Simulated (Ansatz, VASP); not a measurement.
# One calculation of LaGaH3, two programs

POSCAR

```
LaGaH3
1.0
    2.7576880000      1.5921550000      4.4553660000
   -2.7576880000      1.5921550000      4.4553660000
    0.0000000000     -3.1842990000      4.4553660000
Ga H La
2 6 2
Direct
    0.0000000000      0.0000000000      0.0000000000
    0.5000000000      0.5000000000      0.5000000000
    0.8048000000      0.6952000000      0.2500000000
    0.2500000000      0.8048000000      0.6952000000
    0.6952000000      0.2500000000      0.8048000000
    0.1952000000      0.3048000000      0.7500000000
    0.7500000000      0.1952000000      0.3048000000
    0.3048000000      0.7500000000      0.1952000000
    0.2500000000      0.2500000000      0.2500000000
    0.7500000000      0.7500000000      0.7500000000
```

Contents of INCAR.step1:

```
SYSTEM = LaGaH3
PREC     = Accurate       ! precision mode
ENCUT    = 520            ! plane-wave cutoff, eV
ISMEAR   = -1             ! smearing method
SIGMA    = 0.1            ! smearing width, eV
LREAL    = .False.        ! projectors in reciprocal space
LASPH    = .True.         ! aspherical terms in the spheres
NELM     = 60             ! most SCF steps
NBANDS   = 38             ! bands
GGA      = PE             ! functional
ALGO     = Normal         ! electronic algorithm
EDIFF    = 1E-4           ! SCF threshold, eV
LWAVE    = .True.         ! write WAVECAR
LCHARG   = .False.        ! write CHGCAR
```

File INCAR.step2:

```
SYSTEM = LaGaH3
PREC     = Accurate       ! precision mode
ENCUT    = 520            ! plane-wave cutoff, eV
EDIFF    = 1E-6           ! SCF threshold, eV
ISMEAR   = -1             ! smearing method
SIGMA    = 0.1            ! smearing width, eV
LREAL    = .False.        ! projectors in reciprocal space
LASPH    = .True.         ! aspherical terms in the spheres
NELM     = 60             ! most SCF steps
ALGO     = Normal         ! electronic algorithm
ISIF     = 2              ! what is computed and relaxed
LWAVE    = .False.        ! write WAVECAR
LCHARG   = .False.        ! write CHGCAR
METAGGA  = R2SCAN         ! meta-GGA
LMIXTAU  = .True.       
NBANDS   = 38             ! bands
ISTART   = 1
```

File KPOINTS:

```
regular mesh
0
Gamma
  7 7 7
  0 0 0
```

Input for Ansatz:

```yaml
crystal:
  lattice:
    - [2.757688, 1.592155, 4.455366]
    - [-2.757688, 1.592155, 4.455366]
    - [0.0, -3.184299, 4.455366]
  atoms:
    - { symbol: Ga, position: [0.0, 0.0, 0.0] }
    - { symbol: Ga, position: [0.5, 0.5, 0.5] }
    - { symbol: H, position: [0.8048, 0.6952, 0.25] }
    - { symbol: H, position: [0.25, 0.8048, 0.6952] }
    - { symbol: H, position: [0.6952, 0.25, 0.8048] }
    - { symbol: H, position: [0.1952, 0.3048, 0.75] }
    - { symbol: H, position: [0.75, 0.1952, 0.3048] }
    - { symbol: H, position: [0.3048, 0.75, 0.1952] }
    - { symbol: La, position: [0.25, 0.25, 0.25] }
    - { symbol: La, position: [0.75, 0.75, 0.75] }
  symmetry: { tolerance: 0.0003 }
kpoints:
  mp_grid: { grid: [7, 7, 7], shift: [0, 0, 0] }
  band_path:
    path:
      - [0.0, 0.0, 0.0]
      - [0.5, 0.5, 0.5]
      - [0.74819781, 0.25180219, 0.5]
      - [0.5, -0.25180219, 0.25180219]
      - [0.5, 0.0, 0.0]
      - [0.0, 0.0, 0.0]
      - [0.3759011, -0.3759011, 0.0]
      - [0.6240989, 0.0, 0.3759011]
      - [0.5, 0.0, 0.5]
      - [0.0, 0.0, 0.0]
    npoints: 6
magnetization:
  spin_polarized: false
scf:
  occupations: { method: fermi_dirac }
  lower_state_search: "off"
  max_iter: 200
hamiltonian:
  pseudopotentials: { kind: paw }
  xc: r2scan
basis:
  ecutwfc: 500
  fft_grid_basis: typed
output:
  forces: true
  stress: true
  eigenvalues: true
  bader: true
  populations: true
  elf: true
  write_potential: true
  volumetric_format: npy
  dos:
    e_range: [-12, 8]
    de: 0.05
    projected: { site_lists: { Ga: [Ga], H: [H], La: [La] } }
checkpoint:
  read: saved_state
```

Alike in both runs: task single point; functional r2SCAN; k mesh 7 × 7 × 7; no spin polarisation.

|  | VASP | Ansatz |
| --- | --- | --- |
| version | VASP 6.6.1 | Ansatz 0.2.0 |
| potentials or method | VASP PAW PBE potentials, release 64 (Ga_d, H, La), cutoff 520 eV | PAW plane waves |
| occupations | fermi-dirac, width 0.1 eV | fermi-dirac |
| valence electrons in the cell | 54 | 54 |

|  | VASP | Ansatz | Ansatz less VASP |
| --- | --- | --- | --- |
| pressure (GPa) | 0.6 | 0.7 | +0.12 |
| traceless stress, the component that is largest in VASP (GPa) | -2.93 | -2.93 | +0.004 |
| rms of the force components (eV/Å) | 0.038 | 0.042 | +0.0031 |

VASP's potentials were made for PBE, not for r2SCAN. Atom by atom the forces differ by 0.003 eV/Å (rms over components). Ansatz's warnings: structure snapped to symmetry.

Spin-orbit coupling is off throughout.
